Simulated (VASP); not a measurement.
# Ga (Cmce) in VASP: notebook

Ga is run at these levels: LDA; tasks: single point.

Everything below comes from runs of VASP 6.6.1. Logs are shortened: lines on timing, memory, paths and dates and some standing lists are left out, and cuts for length are marked.

### Step 1. The cell of the first run

The structure is orthorhombic, space group Cmce (No. 64). The conventional cell has a = 4.431 Å, b = 7.505 Å, c = 4.432 Å, α = 90.00°, β = 90.00°, γ = 90.00°. Within 3.2 Å of Ga (site symmetry m) lie 7 Ga at 2.43 to 2.73 Å.

### Step 2. Single point, LDA (volume scaled by 0.94)

INCAR

```
PREC = Accurate ; ENCUT = 520
EDIFF = 1E-7 ; ISMEAR = -1
SIGMA = 0.05 ; LREAL = F
LASPH = T ; NELM = 60
ALGO = Fast ; ISIF = 2
LWAVE = F ; LCHARG = F
NBANDS = 34
```

KPOINTS

```
regular mesh
0
Gamma
  7 7 6
```

POSCAR

```
Ga
1.0
    2.2153339849     -3.7523045894      0.0000000000
    2.2153339849      3.7523045894      0.0000000000
    0.0000000000      0.0000000000      4.4316475558
Ga
4
Direct
    0.3451000000      0.6549000000      0.4190000000
    0.1549000000      0.8451000000      0.9190000000
    0.6549000000      0.3451000000      0.5810000000
    0.8451000000      0.1549000000      0.0810000000
```

Potentials or basis: VASP PAW LDA potentials, release 64 (Ga_d).

Run with:

```
$ cat potpaw_LDA.64/Ga_d/POTCAR > POTCAR
$ mpirun -np 1 vasp_std > vasp.out
```

OUTCAR:

```text
PREC = Accurate
   ENCUT = 520
   EDIFF = 1E-7
   ISMEAR = -1
   LREAL = F
   LASPH = T
   NELM = 60
   ISIF = 2

 ion  position               nearest neighbor table
   1  0.345  0.655  0.419-   3 2.43   2 2.64   2 2.64   4 2.67   4 2.67   3 2.73   3 2.73
   2  0.155  0.845  0.919-   4 2.43   1 2.64   1 2.64   3 2.67   3 2.67   4 2.73   4 2.73
   3  0.655  0.345  0.581-   1 2.43   4 2.64   4 2.64   2 2.67   2 2.67   1 2.73   1 2.73
   4  0.845  0.155  0.081-   2 2.43   3 2.64   3 2.64   1 2.67   1 2.67   2 2.73   2 2.73

  LATTYP: Found a base centered orthorhombic cell.
 ALAT       =     4.4306679698
 B/A-ratio  =     1.6937873093
 C/A-ratio  =     1.0002210922

  Lattice vectors:

 A1 = (   2.2153339849,  -3.7523045894,   0.0000000000)
 A2 = (   2.2153339849,   3.7523045894,   0.0000000000)
 A3 = (   0.0000000000,   0.0000000000,   4.4316475558)

Analysis of symmetry for initial positions (statically):
=====================================================================
 Subroutine PRICEL returns:
 Original cell was already a primitive cell.

 Routine SETGRP: Setting up the symmetry group for a
 base centered orthorhombic supercell.

 Subroutine GETGRP returns: Found  8 space group operations
 (whereof  4 operations were pure point group operations)
 out of a pool of  8 trial point group operations.

The static configuration has the point symmetry C_2h.
 The point group associated with its full space group is D_2h.

Analysis of symmetry for dynamics (positions and initial velocities):
=====================================================================
 Subroutine PRICEL returns:
 Original cell was already a primitive cell.

 Routine SETGRP: Setting up the symmetry group for a
 base centered orthorhombic supercell.

 Subroutine GETGRP returns: Found  8 space group operations
 (whereof  4 operations were pure point group operations)
 out of a pool of  8 trial point group operations.

The dynamic configuration has the point symmetry C_2h.
 The point group associated with its full space group is D_2h.

 Subroutine INISYM returns: Found  8 space group operations
 (whereof  4 operations are pure point group operations),
 and found     1 'primitive' translations

----------------------------------------------------------------------------------------

                                     Primitive cell

  volume of cell :      73.6771

  direct lattice vectors                    reciprocal lattice vectors
     2.215333985 -3.752304589  0.000000000     0.225699603 -0.133251443  0.000000000
     2.215333985  3.752304589  0.000000000     0.225699603  0.133251443  0.000000000
     0.000000000  0.000000000  4.431647556     0.000000000  0.000000000  0.225649713

  length of vectors
     4.357464216  4.357464216  4.431647556     0.262099709  0.262099709  0.225649713

  position of ions in fractional coordinates (direct lattice)
     0.345100000  0.654900000  0.419000000
     0.154900000  0.845100000  0.919000000
     0.654900000  0.345100000  0.581000000
     0.845100000  0.154900000  0.081000000

  ion indices of the primitive-cell ions
   primitive index   ion index
                 1           1
                 2           2
                 3           3
                 4           4

----------------------------------------------------------------------------------------

 KPOINTS: regular mesh

Automatic generation of k-mesh.
 Grid dimensions read from file:
 generate k-points for:    7    7    6

 Generating k-lattice:

  Cartesian coordinates                     Fractional coordinates (reciprocal lattice)
     0.032242800 -0.019035920  0.000000000     0.142857143  0.000000000  0.000000000
     0.032242800  0.019035920  0.000000000     0.000000000  0.142857143  0.000000000
     0.000000000  0.000000000  0.037608286     0.000000000  0.000000000  0.166666667

  Length of vectors
     0.037442816  0.037442816  0.037608286

  Shift w.r.t. Gamma in fractional coordinates (k-lattice)
     0.000000000  0.000000000  0.000000000

 Subroutine IBZKPT returns following result:
 ===========================================

 Found     64 irreducible k-points:

 Following reciprocal coordinates:
            Coordinates               Weight
  0.000000  0.000000  0.000000      1.000000
  0.142857  0.000000  0.000000      4.000000
  0.285714  0.000000  0.000000      4.000000
  0.428571  0.000000  0.000000      4.000000
  0.142857  0.142857  0.000000      2.000000
  0.285714  0.142857  0.000000      4.000000
[... 16 lines left out ...]
  0.428571  0.142857  0.166667      8.000000
 -0.428571  0.142857  0.166667      8.000000
 [... further k-points ...]
   k-points           NKPTS =     64   k-points in BZ     NKDIM =     64   number of bands    NBANDS=     34
   number of dos      NEDOS =    301   number of ions     NIONS =      4
   total plane-waves  NPLWV =  36864
   dimension x,y,z NGX =    32 NGY =   32 NGZ =   36
   dimension x,y,z NGXF=    64 NGYF=   64 NGZF=   72
   ions per type =               4
   NGX,Y,Z   is equivalent  to a cutoff of  12.21, 12.21, 13.50 a.u.
   NGXF,Y,Z  is equivalent  to a cutoff of  24.42, 24.42, 27.01 a.u.
 SYSTEM =  unknown system
   PREC   = accura    normal or accurate (medium, high low for compatibility)
   ISTART =      0    job   : 0-new  1-cont  2-samecut
   ICHARG =      2    charge: 1-file 2-atom 10-const
   ISPIN  =      1    spin polarized calculation?
   LNONCOLLINEAR =      F non collinear calculations
   LSORBIT =      F    spin-orbit coupling
   LASPH  =      T    aspherical Exc in radial PAW
   ENCUT  =  520.0 eV  38.22 Ry    6.18 a.u.   8.10  8.10  8.24*2*pi/ulx,y,z
   NELM   =     60;   NELMIN=  2; NELMDL= -5     # of ELM steps
   EDIFF  = 0.1E-06   stopping-criterion for ELM
   LREAL  =      F    real-space projection
   EDIFFG = 0.1E-05   stopping-criterion for IOM
   NSW    =      0    number of steps for IOM
   IBRION =     -1    ionic relax: 0-MD 1-quasi-New 2-CG
   NFREE  =      0    steps in history (QN), initial steepest desc. (CG)
   ISIF   =      2    stress and relaxation
   ISYM   =      2    0-nonsym 1-usesym 2-fastsym
   POTIM  = 0.5000    time-step for ionic-motion
   TEBEG  =    0.0;   TEEND  =   0.0 temperature during run
   PSTRESS=    0.0 pullay stress
   NELECT =      52.0000    total number of electrons
   NUPDOWN=      -1.0000    fix difference up-down
   EMIN   =  10.00;   EMAX   =-10.00  energy-range for DOS
   EFERMI =   0.00;   METHOD = LEGACY
   ISMEAR =    -1;   SIGMA  =   0.05  broadening in eV -4-tet -1-fermi 0-gaus
   EFERMI_NEDOS =   21; number of points for ismear=-14 and -15
   IALGO  =     68    algorithm
   IMIX   =      4    mixing-type and parameters
     AMIX     =   0.40;   BMIX     =  1.00
     AMIX_MAG =   1.60;   BMIX_MAG =  1.00
  volume/ion in A,a.u.               =      18.42       124.30
  Fermi-wavevector in a.u.,A,eV,Ry     =   1.457578  2.754423 28.906031  2.124533
  Thomas-Fermi vector in A             =   2.574363
   LORBIT       =      0    0 simple, 1 ext, 2 COOP (PROOUT), +10 PAW based schemes
   GGA     = CA    functional components
   LHFCALC =     F    Hartree Fock is set to
   AEXX    =    0.0000 exact exchange contribution
   IVDW    =     0    specifies the selected vdW correction
   LEPSILON=     F    determine dielectric tensor
   LRPA    =     F    only Hartree local field effects (RPA)
 non-spin polarized calculation
 RMM-DIIS sequential band-by-band and
  energy-cutoff  :      520.00
  volume of cell :       73.68
 maximum number of plane-waves:      2004
   NGX = 17   NGY = 17   NGZ = 17

 number of electron      52.0000020 magnetization

 Free energy of the ion-electron system (eV)
  ---------------------------------------------------
  ext. energy  EPLUGINS =         0.00000000
  ---------------------------------------------------
  free energy    TOTEN  =       -14.41653725 eV

  energy without entropy =      -14.40871169  energy(sigma->0) =      -14.41262447

 E-fermi :   5.4016     XC(G=0): -11.2844

 val. band max:        5.3862712728   @ k =  -0.2857   0.2857   0.1667
 cond. band min:       5.4101697037   @ k =   0.2857   0.2857   0.0000
 fundamental gap:      0.0238984309
 Fermi energy:         5.4015558838

 k-point     1 :       0.0000    0.0000    0.0000
  band No.  band energies     occupation
      1     -10.0009      2.00000
      2      -9.9972      2.00000
      3      -9.9670      2.00000
      4      -9.9431      2.00000
      5      -9.9085      2.00000
      6      -9.8824      2.00000
[... 26 lines left out ...]
     33      12.3546      0.00000
     34      13.0057      0.00000

 k-point     2 :       0.1429    0.0000    0.0000
  band No.  band energies     occupation
      1     -10.0044      2.00000
      2      -9.9872      2.00000
      3      -9.9719      2.00000
      4      -9.9530      2.00000
      5      -9.8954      2.00000
      6      -9.8745      2.00000
[... 26 lines left out ...]
     33      12.1696      0.00000
     34      13.1552      0.00000

 k-point     3 :       0.2857    0.0000    0.0000
  band No.  band energies     occupation
      1      -9.9990      2.00000
      2      -9.9862      2.00000
      3      -9.9752      2.00000
      4      -9.9558      2.00000
      5      -9.8963      2.00000
      6      -9.8718      2.00000
[... 26 lines left out ...]
     33      11.5127      0.00000
     34      12.8353      0.00000

 k-point     4 :       0.4286    0.0000    0.0000
  band No.  band energies     occupation
      1      -9.9983      2.00000
      2      -9.9898      2.00000
      3      -9.9662      2.00000
      4      -9.9330      2.00000
      5      -9.9152      2.00000
      6      -9.9087      2.00000
[... 26 lines left out ...]
     33      11.9450      0.00000
     34      13.1753      0.00000

 k-point     5 :       0.1429    0.1429    0.0000
  band No.  band energies     occupation
      1     -10.0039      2.00000
      2      -9.9917      2.00000
      3      -9.9717      2.00000
      4      -9.9572      2.00000
      5      -9.8709      2.00000
      6      -9.8703      2.00000
[... 621 lines left out ...]
 k-point    22 :       0.2857    0.1429    0.1667
  band No.  band energies     occupation
      1     -10.0357      2.00000
      2      -9.9804      2.00000
      3      -9.9752      2.00000
      4      -9.9361      2.00000
      5      -9.9152      2.00000
      6      -9.8675      2.00000
[... 26 lines left out ...]
     33      12.2389      0.00000
     34      14.4827      0.00000

 k-point    23 :       0.4286    0.1429    0.1667
  band No.  band energies     occupation
      1     -10.0379      2.00000
      2      -9.9896      2.00000
      3      -9.9614      2.00000
      4      -9.9398      2.00000
      5      -9.9196      2.00000
      6      -9.8769      2.00000
[... 26 lines left out ...]
     33      13.3298      0.00000
     34      14.5188      0.00000

 k-point    24 :      -0.4286    0.1429    0.1667
  band No.  band energies     occupation
      1     -10.0274      2.00000
      2     -10.0030      2.00000
      3      -9.9576      2.00000
      4      -9.9362      2.00000
      5      -9.9237      2.00000
      6      -9.8780      2.00000
[... 26 lines left out ...]
     33      12.9897      0.00000
     34      13.7375      0.00000

 [... further k-points ...]
[... 5 lines left out ...]
  --------------------------------------------------------------------------------------
  -------------------------------------------------------------------------------------
  Total       -0.5610239      0.3629087      0.1504089      0.0000000     -0.0000000      0.0000000
  in kB      -12.1999892      7.8917880      3.2707824      0.0000000     -0.0000000      0.0000000
  external PRESSURE =      -0.3458063 kB  Pullay stress =       0.0000000 kB

 VOLUME and BASIS-vectors are now :
 -----------------------------------------------------------------------------
  energy-cutoff  :      520.00
  volume of cell :       73.68
      direct lattice vectors                 reciprocal lattice vectors
     2.215333985 -3.752304589  0.000000000     0.225699603 -0.133251443  0.000000000
     2.215333985  3.752304589  0.000000000     0.225699603  0.133251443  0.000000000
     0.000000000  0.000000000  4.431647556     0.000000000  0.000000000  0.225649713

 POSITION                                       TOTAL-FORCE (eV/Angst)
 -----------------------------------------------------------------------------------
      2.21533      1.16246      1.85686         0.000000      0.130521     -0.070426
      2.21533      2.58984      4.07268         0.000000     -0.130521     -0.070426
      2.21533     -1.16246      2.57479         0.000000     -0.130521      0.070426
      2.21533     -2.58984      0.35896         0.000000      0.130521      0.070426
 -----------------------------------------------------------------------------------
    total drift:                               -0.000000     -0.000000      0.000000

  FREE ENERGIE OF THE ION-ELECTRON SYSTEM (eV)
  ---------------------------------------------------
  free  energy   TOTEN  =       -14.4165372484 eV

  energy  without entropy=      -14.4087116894  energy(sigma->0) =      -14.41262447
```

Run time: 86 s. Hardware: 1 thread of Intel Xeon Platinum 8488C (Sapphire Rapids), shared host; peak memory 0.23 GiB.

What came out:

* Free energy: -14.4165 eV
* Pressure: 0.0 GPa
* Largest force: 0.148 eV/Å
* Band gap on the k mesh: zero (band 26 reaches 5.76 eV, above the bottom of band 27 at 4.43 eV)

Forces on the atoms (eV/Å):
```
Ga   0.000  0.131 -0.070
Ga   0.000 -0.131 -0.070
Ga   0.000 -0.131  0.070
Ga   0.000  0.131  0.070
```

Stress tensor (GPa, compression positive):
```
-1.22  0.00  0.00
 0.00  0.79  0.00
 0.00  0.00  0.33
```

Levels at points of the mesh, in eV from the Fermi level:
| k point | band 24 | band 25 | band 26 | band 27 | band 28 | band 29 |
| --- | --- | --- | --- | --- | --- | --- |
| (0.00, 0.00, 0.00) | -1.87 | -1.75 | -0.91 | 0.85 | 0.96 | 0.97 |
| (0.00, 0.00, 0.50) | -0.08 | -0.06 | -0.06 | -0.03 | -0.03 | 2.11 |

Caveat: the cell differs from its parent crystal (volume scaled by 0.94).

### Step 3. Single point, LDA (volume scaled by 0.96)

INCAR

```
PREC = Accurate
ENCUT = 520
EDIFF = 1E-7
ISMEAR = -1
SIGMA = 0.05
LREAL = False
LASPH = True
NELM = 100
ALGO = Fast
ISIF = 2
LWAVE = False
LCHARG = False
NBANDS = 34
```

KPOINTS

```
Automatic mesh
0
Gamma
  7 7 6
```

POSCAR

```
Ga
1.0
    2.2309354424     -3.7787301403      0.0000000000
    2.2309354424      3.7787301403      0.0000000000
    0.0000000000      0.0000000000      4.4628573697
Ga
4
Direct
    0.3451000000      0.6549000000      0.4190000000
    0.1549000000      0.8451000000      0.9190000000
    0.6549000000      0.3451000000      0.5810000000
    0.8451000000      0.1549000000      0.0810000000
```

Potentials or basis: VASP PAW LDA potentials, release 64 (Ga_d).

Run with:

```
$ cat potpaw_LDA.64/Ga_d/POTCAR > POTCAR
$ mpirun -np 1 vasp_std > vasp.out
```

Run time: 1.8 min. Hardware: 1 thread of Intel Xeon Platinum 8488C (Sapphire Rapids), shared host; peak memory 0.25 GiB.

It converged, with:

* Free energy: -14.4096 eV
* Pressure: -1.3 GPa
* Largest force: 0.145 eV/Å
* Band gap on the k mesh: zero (band 26 reaches 5.55 eV, above the bottom of band 27 at 4.24 eV)

Forces in eV/Å, atoms in the order of the input:
```
Ga   0.000  0.131 -0.064
Ga   0.000 -0.131 -0.064
Ga   0.000 -0.131  0.064
Ga   0.000  0.131  0.064
```

Stress tensor (GPa, compression positive):
```
-2.33  0.00  0.00
 0.00 -0.63  0.00
 0.00  0.00 -1.00
```

Levels at points of the mesh, in eV from the Fermi level:
```
           k point  band 24  band 25  band 26  band 27  band 28  band 29
(0.00, 0.00, 0.00)    -1.81    -1.80    -0.88     0.86     0.93     0.98
(0.00, 0.00, 0.50)    -0.16    -0.04    -0.04    -0.04    -0.04     2.08
```

Caveat: the cell differs from its parent crystal (volume scaled by 0.96).

### Step 4. Single point, LDA (volume scaled by 0.98)

INCAR

```
ALGO = Fast
EDIFF = 1E-6
ENCUT = 520
GGA = CA
ISIF = 2
ISMEAR = -1
LASPH = T
LCHARG = F
LREAL = F
LWAVE = F
NBANDS = 34
NELM = 100
PREC = Accurate
SIGMA = 0.05
```

KPOINTS

```
k-points
0
Gamma
  7 7 6
```

POSCAR

```
Ga
1.0
    2.2463216903     -3.8047911717      0.0000000000
    2.2463216903      3.8047911717      0.0000000000
    0.0000000000      0.0000000000      4.4936366690
Ga
4
Direct
    0.3451000000      0.6549000000      0.4190000000
    0.1549000000      0.8451000000      0.9190000000
    0.6549000000      0.3451000000      0.5810000000
    0.8451000000      0.1549000000      0.0810000000
```

Run with:

```
$ cat potpaw_LDA.64/Ga_d/POTCAR > POTCAR
$ mpirun -np 1 vasp_std > vasp.out
```

Run time: 98 s. Hardware: 1 thread of Intel Xeon Platinum 8488C (Sapphire Rapids), shared host; peak memory 0.24 GiB.

Results (log left out):

* Free energy: -14.3905 eV
* Pressure: -2.5 GPa
* Largest force: 0.143 eV/Å
* Band gap on the k mesh: zero (band 26 reaches 5.36 eV, above the bottom of band 27 at 4.06 eV)

Forces in eV/Å, atoms in the order of the input:
```
Ga   0.000  0.131 -0.057
Ga   0.000 -0.131 -0.057
Ga   0.000 -0.131  0.057
Ga   0.000  0.131  0.057
```

Stress tensor (GPa, compression positive):
```
-3.40  0.00  0.00
 0.00 -1.96  0.00
 0.00  0.00 -2.26
```

Levels at points of the mesh, in eV from the Fermi level:
```tsv
k point	band 23	band 24	band 25	band 26	band 27	band 28	band 29	band 30
(0.00, 0.00, 0.00)	-3.81	-1.84	-1.76	-0.85	0.87	0.89	0.99	5.03
(0.00, 0.00, 0.50)	-0.25	-0.25	-0.03	-0.03	-0.03	-0.03	2.05	2.05
```

Caveat: the cell differs from its parent crystal (volume scaled by 0.98).

### Step 5. Single point, LDA

This run uses another cell than the first one, of 19.59 Å³/atom, 1.064 times its volume.

INCAR

```
  PREC = Accurate
  ENCUT = 520
  EDIFF = 1E-6
  ISMEAR = -1
  SIGMA = 0.05
  LREAL = F
  LASPH = T
  NELM = 80
  ALGO = Fast
  ISIF = 2
  LWAVE = F
  LCHARG = F
  GGA = CA
  NBANDS = 34
```

KPOINTS

```
Automatic mesh
0
Gamma
  7 7 6
```

POSCAR

```
Ga
1.0
    2.2615000000     -3.8305000000      0.0000000000
    2.2615000000      3.8305000000      0.0000000000
    0.0000000000      0.0000000000      4.5240000000
Ga
4
Direct
    0.3451000000      0.6549000000      0.4190000000
    0.1549000000      0.8451000000      0.9190000000
    0.6549000000      0.3451000000      0.5810000000
    0.8451000000      0.1549000000      0.0810000000
```

Run with:

```
$ cat potpaw_LDA.64/Ga_d/POTCAR > POTCAR
$ mpirun -np 1 vasp_std > vasp.out
```

Run time: 97 s. Hardware: 1 thread of Intel Xeon Platinum 8488C (Sapphire Rapids), shared host; peak memory 0.25 GiB.

Results (log left out):

```
Free energy            : -14.3607 eV
Pressure               : -3.6 GPa
Largest force          : 0.139 eV/Å
Band gap on the k mesh : zero (band 26 reaches 5.17 eV, above the bottom of band 27 at 3.88 eV)
```

Forces on the atoms (eV/Å):
```
Ga   0.000  0.130 -0.050
Ga   0.000 -0.130 -0.050
Ga   0.000 -0.130  0.050
Ga   0.000  0.130  0.050
```

Stress tensor (GPa, compression positive):
```
-4.34  0.00  0.00
 0.00 -3.11  0.00
 0.00  0.00 -3.38
```

Levels at points of the mesh, in eV from the Fermi level:
| k point | band 22 | band 23 | band 24 | band 25 | band 26 | band 27 | band 28 | band 29 | band 30 | band 31 |
| --- | --- | --- | --- | --- | --- | --- | --- | --- | --- | --- |
| (0.00, 0.00, 0.00) | -4.35 | -3.76 | -1.89 | -1.71 | -0.81 | 0.86 | 0.87 | 1.00 | 4.93 | 5.30 |
| (0.00, 0.00, 0.50) | -9.24 | -0.33 | -0.33 | -0.03 | -0.03 | -0.01 | -0.01 | 2.02 | 2.02 | 3.82 |

### Step 6. The runs side by side

```csv
cell,further INCAR settings,gap on the mesh (eV),pressure (GPa),largest force (eV/Å)
"a = 4.357, b = 4.357, c = 4.432 Å, angles 90.0, 90.0, 118.9°, 4 atoms",ALGO = Fast; EDIFF = 1e-07; NBANDS = 34,none,0.0,0.15
"a = 4.388, b = 4.388, c = 4.463 Å, angles 90.0, 90.0, 118.9°, 4 atoms",ALGO = Fast; EDIFF = 1e-07; NBANDS = 34,none,-1.3,0.15
"a = 4.418, b = 4.418, c = 4.494 Å, angles 90.0, 90.0, 118.9°, 4 atoms",ALGO = Fast; EDIFF = 1e-06; NBANDS = 34,none,-2.5,0.14
"a = 4.448, b = 4.448, c = 4.524 Å, angles 90.0, 90.0, 118.9°, 4 atoms",ALGO = Fast; EDIFF = 1e-06; NBANDS = 34,none,-3.6,0.14
```

Alike in all rows: task single point; level LDA; potentials or basis VASP PAW LDA potentials, release 64 (Ga_d); no spin polarisation; k mesh 7 × 7 × 6; cutoff (eV) 520; smearing fermi-dirac 0.05 eV.

Total energies depend on the potentials used, so only differences within one code and one set of settings carry meaning.
